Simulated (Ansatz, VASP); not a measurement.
## Ti2Si4W in VASP and in Ansatz

```xyz
7
Lattice="-3.1104 3.1104 2.5574 3.1104 -3.1104 2.5574 3.1104 3.1104 -2.5574" Properties=species:S:1:pos:R:3 pbc="T T T"
W     0.0000    0.0000    0.0000
Si    1.8482    1.8482    0.0000
Si    1.2623   -1.2623    2.5574
Si    1.2623    1.2623    2.5574
Si   -1.2623    1.2623    2.5574
Ti    0.0000    3.1104    1.2787
Ti    3.1104    0.0000    1.2787
```

Alike in both runs: functional PBE; k mesh 5 × 5 × 5; no spin polarisation.

Ansatz relaxed the structure, and its values are those at the end. VASP's run is a single point on that final structure, the one shown.

```csv
,VASP,Ansatz
version,VASP 6.6.1,Ansatz 0.2.0
potentials or method,"VASP PAW PBE potentials, release 64 (W_sv, Si, Ti_sv), cutoff 520 eV",PAW plane waves
occupations,"methfessel-paxton of order 1, width 0.005 eV","cold, width 0.005 eV"
valence electrons in the cell,54,54
```

|  | VASP | Ansatz | Ansatz less VASP |
| --- | --- | --- | --- |
| gap on the k mesh at the Fermi level (eV) | none | none | - |
| pressure (GPa) | -0.1 | 0.0 | +0.08 |
| rms of the force components (eV/Å) | 0.005 | 0.001 | -0.0043 |

A gap of «none» marks a metal or a gap that the smearing closes.

Spin-orbit coupling is off throughout.
